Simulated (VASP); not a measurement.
# Al (Fm-3m) in VASP: relaxation of cell and atoms with LDA

Aim: the relaxation of cell and atoms of Al with LDA.

Program: VASP 6.6.1. These are calculated values, not measurements. Logs are shortened: lines on timing, memory, paths and dates and some standing lists are left out, and cuts for length are marked.

## (1) The cell of the first run

It takes space group Fm-3m (No. 225, cubic). The conventional cell has a = 4.039 Å, b = 4.039 Å, c = 4.039 Å, α = 90.00°, β = 90.00°, γ = 90.00°. Within 3.8 Å of Al (site symmetry m-3m) lie 12 Al at 2.86 Å.

## (2) Relaxation of cell and atoms, LDA

The input, INCAR:

```
SYSTEM = Al
  PREC = Accurate
  ENCUT = 600
  EDIFF = 1E-7
  ISMEAR = 0
  SIGMA = 0.1
  LREAL = .False.
  LASPH = .True.
  NELM = 60
  ALGO = Normal
  ISIF = 3
  LWAVE = .False.
  LCHARG = .False.
  IBRION = 2
  NSW = 100
  EDIFFG = -0.005
```

The input, KPOINTS:

```
Automatic mesh
0
Gamma
  18 18 18
  0 0 0
```

The input, POSCAR:

```
Al
1.0
    0.0000000000      2.0194648500      2.0194648500
    2.0194648500      0.0000000000      2.0194648500
    2.0194648500      2.0194648500      0.0000000000
Al
1
Direct
    0.0000000000      0.0000000000      0.0000000000
```

Potentials or basis: VASP PAW LDA potentials, release 64 (Al).

Command:

```console
$ cat potpaw_LDA.64/Al/POTCAR > POTCAR
$ mpirun -np 1 vasp_std > vasp.out
```

OUTCAR:

```text
SYSTEM = Al
   PREC = Accurate
   ENCUT = 600
   EDIFF = 1E-7
   ISMEAR = 0
   LREAL = .False.
   LASPH = .True.
   NELM = 60
   ISIF = 3
   IBRION = 2
   NSW = 100
   EDIFFG = -0.005

 ion  position               nearest neighbor table
   1  0.000  0.000  0.000-

  LATTYP: Found a face centered cubic cell.
 ALAT       =     4.0389297000

  Lattice vectors:

 A1 = (   0.0000000000,   2.0194648500,   2.0194648500)
 A2 = (   2.0194648500,   0.0000000000,   2.0194648500)
 A3 = (   2.0194648500,   2.0194648500,   0.0000000000)

Analysis of symmetry for initial positions (statically):
=====================================================================
 Subroutine PRICEL returns:
 Original cell was already a primitive cell.

 Routine SETGRP: Setting up the symmetry group for a
 face centered cubic supercell.

 Subroutine GETGRP returns: Found 48 space group operations
 (whereof 48 operations were pure point group operations)
 out of a pool of 48 trial point group operations.

The static configuration has the point symmetry O_h .

Analysis of symmetry for dynamics (positions and initial velocities):
=====================================================================
 Subroutine PRICEL returns:
 Original cell was already a primitive cell.

 Routine SETGRP: Setting up the symmetry group for a
 face centered cubic supercell.

 Subroutine GETGRP returns: Found 48 space group operations
 (whereof 48 operations were pure point group operations)
 out of a pool of 48 trial point group operations.

The dynamic configuration has the point symmetry O_h .

 Subroutine INISYM returns: Found 48 space group operations
 (whereof 48 operations are pure point group operations),
 and found     1 'primitive' translations

----------------------------------------------------------------------------------------

                                     Primitive cell

  volume of cell :      16.4717

  direct lattice vectors                    reciprocal lattice vectors
     0.000000000  2.019464850  2.019464850    -0.247590346  0.247590346  0.247590346
     2.019464850  0.000000000  2.019464850     0.247590346 -0.247590346  0.247590346
     2.019464850  2.019464850  0.000000000     0.247590346  0.247590346 -0.247590346

  length of vectors
     2.855954580  2.855954580  2.855954580     0.428839058  0.428839058  0.428839058

  position of ions in fractional coordinates (direct lattice)
     0.000000000  0.000000000  0.000000000

  ion indices of the primitive-cell ions
   primitive index   ion index
                 1           1

----------------------------------------------------------------------------------------

 KPOINTS: Automatic mesh

Automatic generation of k-mesh.
 Grid dimensions read from file:
 generate k-points for:   18   18   18

 Generating k-lattice:

  Cartesian coordinates                     Fractional coordinates (reciprocal lattice)
    -0.013755019  0.013755019  0.013755019     0.055555556  0.000000000  0.000000000
     0.013755019 -0.013755019  0.013755019     0.000000000  0.055555556  0.000000000
     0.013755019  0.013755019 -0.013755019     0.000000000  0.000000000  0.055555556

  Length of vectors
     0.023824392  0.023824392  0.023824392

  Shift w.r.t. Gamma in fractional coordinates (k-lattice)
     0.000000000  0.000000000  0.000000000

 Subroutine IBZKPT returns following result:
 ===========================================

 Found    195 irreducible k-points:

 Following reciprocal coordinates:
            Coordinates               Weight
  0.000000  0.000000  0.000000      1.000000
  0.055556  0.000000  0.000000      8.000000
  0.111111  0.000000  0.000000      8.000000
  0.166667  0.000000  0.000000      8.000000
  0.222222  0.000000  0.000000      8.000000
  0.277778  0.000000  0.000000      8.000000
[... 16 lines left out ...]
 -0.277778  0.055556  0.000000     24.000000
 -0.222222  0.055556  0.000000     24.000000
 [... further k-points ...]
   k-points           NKPTS =    195   k-points in BZ     NKDIM =    195   number of bands    NBANDS=      5
   number of dos      NEDOS =    301   number of ions     NIONS =      1
   total plane-waves  NPLWV =  13824
   dimension x,y,z NGX =    24 NGY =   24 NGZ =   24
   dimension x,y,z NGXF=    48 NGYF=   48 NGZF=   48
   ions per type =               1
   NGX,Y,Z   is equivalent  to a cutoff of  13.97, 13.97, 13.97 a.u.
   NGXF,Y,Z  is equivalent  to a cutoff of  27.94, 27.94, 27.94 a.u.
 SYSTEM =  Al
   PREC   = accura    normal or accurate (medium, high low for compatibility)
   ISTART =      0    job   : 0-new  1-cont  2-samecut
   ICHARG =      2    charge: 1-file 2-atom 10-const
   ISPIN  =      1    spin polarized calculation?
   LNONCOLLINEAR =      F non collinear calculations
   LSORBIT =      F    spin-orbit coupling
   LASPH  =      T    aspherical Exc in radial PAW
   ENCUT  =  600.0 eV  44.10 Ry    6.64 a.u.   5.70  5.70  5.70*2*pi/ulx,y,z
   NELM   =     60;   NELMIN=  2; NELMDL= -5     # of ELM steps
   EDIFF  = 0.1E-06   stopping-criterion for ELM
   LREAL  =      F    real-space projection
   EDIFFG = -.5E-02   stopping-criterion for IOM
   NSW    =    100    number of steps for IOM
   IBRION =      2    ionic relax: 0-MD 1-quasi-New 2-CG
   NFREE  =      1    steps in history (QN), initial steepest desc. (CG)
   ISIF   =      3    stress and relaxation
   ISYM   =      2    0-nonsym 1-usesym 2-fastsym
   POTIM  = 0.5000    time-step for ionic-motion
   TEBEG  =    0.0;   TEEND  =   0.0 temperature during run
   PSTRESS=    0.0 pullay stress
   NELECT =       3.0000    total number of electrons
   NUPDOWN=      -1.0000    fix difference up-down
   EMIN   =  10.00;   EMAX   =-10.00  energy-range for DOS
   EFERMI =   0.00;   METHOD = LEGACY
   ISMEAR =     0;   SIGMA  =   0.10  broadening in eV -4-tet -1-fermi 0-gaus
   EFERMI_NEDOS =   21; number of points for ismear=-14 and -15
   IALGO  =     38    algorithm
   IMIX   =      4    mixing-type and parameters
     AMIX     =   0.40;   BMIX     =  1.00
     AMIX_MAG =   1.60;   BMIX_MAG =  1.00
  volume/ion in A,a.u.               =      16.47       111.16
  Fermi-wavevector in a.u.,A,eV,Ry     =   0.927974  1.753616 11.716453  0.861135
  Thomas-Fermi vector in A             =   2.054101
   LORBIT       =      0    0 simple, 1 ext, 2 COOP (PROOUT), +10 PAW based schemes
   GGA     = CA    functional components
   LHFCALC =     F    Hartree Fock is set to
   AEXX    =    0.0000 exact exchange contribution
   IVDW    =     0    specifies the selected vdW correction
   LEPSILON=     F    determine dielectric tensor
   LRPA    =     F    only Hartree local field effects (RPA)
 conjugate gradient relaxation of ions
 non-spin polarized calculation
 Gauss-broadening in eV      SIGMA  =   0.10
  energy-cutoff  :      600.00
  volume of cell :       16.47
 maximum number of plane-waves:       568
   NGX = 11   NGY = 11   NGZ = 11

--------------------------------------- Ionic step        1  -------------------------------------------

 number of electron       3.0000000 magnetization

 Free energy of the ion-electron system (eV)
  ---------------------------------------------------
  ext. energy  EPLUGINS =         0.00000000
  ---------------------------------------------------
  free energy    TOTEN  =        -4.18375995 eV

  energy without entropy =       -4.18101950  energy(sigma->0) =       -4.18238973

------------------------ aborting loop because EDIFF is reached ----------------------------------------

  FORCE on cell =-STRESS in cart. coord.  units (eV):
  Direction    XX          YY          ZZ          XY          YZ          ZX
  --------------------------------------------------------------------------------------
  -------------------------------------------------------------------------------------
  Total       -0.3142501     -0.3142501     -0.3142501     -0.0000000     -0.0000000      0.0000000
  in kB      -30.5665966    -30.5665966    -30.5665966     -0.0000000     -0.0000000      0.0000000
  external PRESSURE =     -30.5665966 kB  Pullay stress =       0.0000000 kB

 VOLUME and BASIS-vectors are now :
 -----------------------------------------------------------------------------
  energy-cutoff  :      600.00
  volume of cell :       16.47
      direct lattice vectors                 reciprocal lattice vectors
     0.000000000  2.019464850  2.019464850    -0.247590346  0.247590346  0.247590346
     2.019464850  0.000000000  2.019464850     0.247590346 -0.247590346  0.247590346
     2.019464850  2.019464850  0.000000000     0.247590346  0.247590346 -0.247590346
[... 36 lines left out ...]
 POSITION                                       TOTAL-FORCE (eV/Angst)
 -----------------------------------------------------------------------------------
      3.97770      3.97770      3.97770         0.000000      0.000000      0.000000
 -----------------------------------------------------------------------------------
    total drift:                               -0.000000      0.000000      0.000000

  FREE ENERGIE OF THE ION-ELECTRON SYSTEM (eV)
  ---------------------------------------------------
  free  energy   TOTEN  =        -4.1901003160 eV

  energy  without entropy=       -4.1871157768  energy(sigma->0) =       -4.18860805

--------------------------------------- Ionic step        3  -------------------------------------------

 number of electron       3.0000000 magnetization

 Free energy of the ion-electron system (eV)
  ---------------------------------------------------
  ext. energy  EPLUGINS =         0.00000000
  ---------------------------------------------------
  free energy    TOTEN  =        -4.19021673 eV

  energy without entropy =       -4.18722875  energy(sigma->0) =       -4.18872274

 E-fermi :   8.2278     XC(G=0): -10.5008

 val. band max:        8.2101701442   @ k =  -0.2778   0.2778   0.0556
 cond. band min:       8.2351082680   @ k =  -0.4444   0.3333   0.1111
 fundamental gap:      0.0249381239
 Fermi energy:         8.2278389397

 k-point     1 :       0.0000    0.0000    0.0000
  band No.  band energies     occupation
      1      -3.1576      2.00000
      2      21.0382      0.00000
      3      21.0382      0.00000
      4      21.0382      0.00000
      5      22.6865      0.00000

 k-point     2 :       0.0556    0.0000    0.0000
  band No.  band energies     occupation
      1      -3.0715      2.00000
      2      19.5347      0.00000
      3      20.7434      0.00000
      4      20.7434      0.00000
      5      23.1142      0.00000

 k-point     3 :       0.1111    0.0000    0.0000
  band No.  band energies     occupation
      1      -2.8136      2.00000
      2      17.2836      0.00000
      3      20.2421      0.00000
      4      20.2421      0.00000
      5      23.3446      0.00000
[... 153 lines left out ...]
 k-point    23 :      -0.2778    0.0556    0.0000
  band No.  band energies     occupation
      1      -0.6553      2.00000
      2      10.1054      0.00000
      3      17.5485      0.00000
      4      20.4683      0.00000
      5      21.3649      0.00000

 k-point    24 :      -0.2222    0.0556    0.0000
  band No.  band energies     occupation
      1      -1.4748      2.00000
      2      12.1534      0.00000
      3      17.7125      0.00000
      4      20.6049      0.00000
      5      22.3733      0.00000

 [... further k-points ...]

------------------------ aborting loop because EDIFF is reached ----------------------------------------

  FORCE on cell =-STRESS in cart. coord.  units (eV):
  Direction    XX          YY          ZZ          XY          YZ          ZX
  --------------------------------------------------------------------------------------
  -------------------------------------------------------------------------------------
  Total        0.0002366      0.0002366      0.0002366      0.0000000      0.0000000     -0.0000000
  in kB        0.0239648      0.0239648      0.0239648      0.0000000      0.0000000     -0.0000000
  external PRESSURE =       0.0239648 kB  Pullay stress =       0.0000000 kB

 VOLUME and BASIS-vectors are now :
 -----------------------------------------------------------------------------
  energy-cutoff  :      600.00
  volume of cell :       15.82
      direct lattice vectors                 reciprocal lattice vectors
    -0.000000000  1.992372359  1.992372359    -0.250957105  0.250957105  0.250957105
     1.992372359 -0.000000000  1.992372359     0.250957105 -0.250957105  0.250957105
     1.992372359  1.992372359  0.000000000     0.250957105  0.250957105 -0.250957105

 POSITION                                       TOTAL-FORCE (eV/Angst)
 -----------------------------------------------------------------------------------
      0.00000      0.00000      0.00000         0.000000     -0.000000     -0.000000
 -----------------------------------------------------------------------------------
    total drift:                               -0.000000      0.000000      0.000000

  FREE ENERGIE OF THE ION-ELECTRON SYSTEM (eV)
  ---------------------------------------------------
  free  energy   TOTEN  =        -4.1902167346 eV

  energy  without entropy=       -4.1872287522  energy(sigma->0) =       -4.18872274

 reached required accuracy - stopping structural energy minimisation
```

Run time: 23 s. Hardware: 1 thread of Intel Xeon 8259CL, shared host; peak memory 0.14 GiB.

What came out:

```yaml
Free_energy: -4.1902 eV
Relaxed_volume: 15.82 Å³/atom
Relaxed_cell: a = 2.818 Å, b = 2.818 Å, c = 2.818 Å, α = 60.00°, β = 60.00°, γ = 60.00°
Space_group_after_relaxing_to_0.1_Å: Fm-3m (No. 225)
Energy_gained_by_relaxing: 6.5 meV/atom
Ionic_steps: 3
Pressure_after_relaxing: 0.0 GPa
Band_gap_on_the_k_mesh: zero (an odd number of electrons rules out a gap without spin polarisation)
```

Step by step:
| step | energy change (eV) | largest force (eV/Å) | pressure (GPa) | volume (Å³) |
| --- | --- | --- | --- | --- |
| 1 | 0.0000 | 0.0000 | -3.06 | 16.47 |
| 2 | -0.0063 | 0.0000 | 0.45 | 15.73 |
| 3 | -0.0065 | 0.0000 | 0.00 | 15.82 |

Final structure:
```
CELL_PARAMETERS angstrom
0.00000 1.99237 1.99237
1.99237 0.00000 1.99237
1.99237 1.99237 0.00000
ATOMIC_POSITIONS crystal
Al 0.00000 0.00000 0.00000
```

Levels at points of the mesh, in eV from the Fermi level:
| k point | band 1 | band 2 | band 3 | band 4 | band 5 |
| --- | --- | --- | --- | --- | --- |
| (0.00, 0.00, 0.00) | -11.39 | 12.81 | 12.81 | 12.81 | 14.46 |
| (0.50, 0.00, 0.00) | -4.71 | -4.44 | 11.64 | 11.70 | 11.70 |
| (0.50, 0.50, 0.00) | -2.99 | -1.61 | 5.31 | 5.74 | 5.74 |
